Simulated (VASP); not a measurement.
**Li15S8 (a cell with a defect): single point with PBE**

Li15S8 (a cell with a defect):

```
Li S
1.0
     0.00000    5.70800    5.70800
     5.70800    0.00000    5.70800
     5.70800    5.70800    0.00000
Li S
15 8
Direct
  0.12950 0.11945 0.15039
  0.14718 0.16531 0.58500
  0.32916 0.42583 0.88484
  0.12244 0.63600 0.17246
  0.38683 0.84165 0.46946
  0.12305 0.65448 0.56327
  0.38344 0.87934 0.90582
  0.52645 0.15702 0.19889
  0.84298 0.34379 0.38019
  0.62302 0.15245 0.67682
  0.85215 0.38524 0.82221
  0.62765 0.61132 0.16337
  0.86634 0.86045 0.39468
  0.59530 0.64341 0.66496
  0.92008 0.84410 0.86964
  0.04361 0.97075 0.96795
  0.01833 0.99133 0.48351
  0.94779 0.48812 0.03080
  0.98537 0.50851 0.48001
  0.47418 0.04923 0.02602
  0.51411 0.99283 0.52438
  0.49630 0.51193 0.00922
  0.47129 0.49848 0.51946
```

- Program: VASP 6.6.1
- Task: single point
- Functional: PBE
- Potentials or basis: VASP PAW PBE potentials, release 64 (Li_sv, S)
- Cutoff: 520 eV
- k mesh: 2 × 2 × 2
- Occupations: fermi-dirac, width 0.05 eV
- Spin: no spin polarisation

```
Largest force : 1.703 eV/Å
```

Forces on the atoms (eV/Å):
```
Li  -0.467 -0.797  0.306
Li  -0.108  0.534 -0.192
Li  -0.028  0.126 -0.250
Li  -1.261 -0.530  0.885
Li  -0.514 -1.019 -0.260
Li  -0.547  0.684 -0.524
Li  -0.156 -0.081  0.189
Li   0.041 -0.083  0.811
Li   0.421  0.081  0.549
Li  -0.338 -0.274 -0.463
Li   0.531  1.125 -0.406
Li   0.538 -1.031 -0.550
Li   0.153 -0.686  0.268
Li  -0.581  0.073  0.096
Li   0.189 -0.084 -0.206
S    1.060 -0.363  0.137
S    1.148  0.431 -0.526
S   -1.036  0.422  1.284
S    0.993  0.406 -1.100
S   -0.944  0.285 -0.369
S    0.470  0.319  0.014
S   -0.007 -0.083 -0.180
S    0.443  0.546  0.487
```

Levels at points of the mesh, in eV from the Fermi level:
| k point | band 44 | band 45 | band 46 | band 47 | band 48 | band 49 | band 50 | band 51 |
| --- | --- | --- | --- | --- | --- | --- | --- | --- |
| (0.00, 0.00, 0.00) | -1.77 | -1.56 | -1.39 | -1.28 | 1.61 | 1.72 | 2.13 | 2.53 |
| (0.50, 0.00, 0.00) | -1.95 | -1.75 | -1.65 | -1.44 | 2.54 | 2.95 | 3.09 | 3.29 |
| (0.00, 0.50, 0.00) | -1.95 | -1.84 | -1.58 | -1.37 | 2.79 | 2.90 | 3.07 | 3.13 |
| (0.00, 0.00, 0.50) | -1.99 | -1.85 | -1.51 | -1.41 | 2.90 | 2.94 | 3.09 | 3.23 |
| (0.50, 0.50, 0.50) | -1.90 | -1.79 | -1.70 | -1.41 | 2.72 | 2.85 | 3.10 | 3.16 |
| (0.50, 0.50, 0.00) | -2.01 | -1.89 | -1.82 | -1.53 | 2.87 | 3.05 | 3.36 | 3.77 |
| (0.00, 0.50, 0.50) | -2.05 | -1.94 | -1.77 | -1.65 | 2.96 | 3.10 | 3.41 | 3.81 |
| (0.50, 0.00, 0.50) | -2.06 | -1.90 | -1.75 | -1.52 | 2.78 | 3.01 | 3.31 | 3.75 |

Wall time 5.5 min on 1 thread of Intel(R) Xeon(R) Platinum 8488C (Sapphire Rapids) (shared host), peak memory 0.5 GiB.

Caveat: the k points lie up to 0.48 Å⁻¹ apart; the cell carries a net charge on a neutralising background, which shifts energy and pressure; the cell is charged against a uniform background, so pressure and absolute levels hang on convention; the atoms stand as in a frame of molecular dynamics.
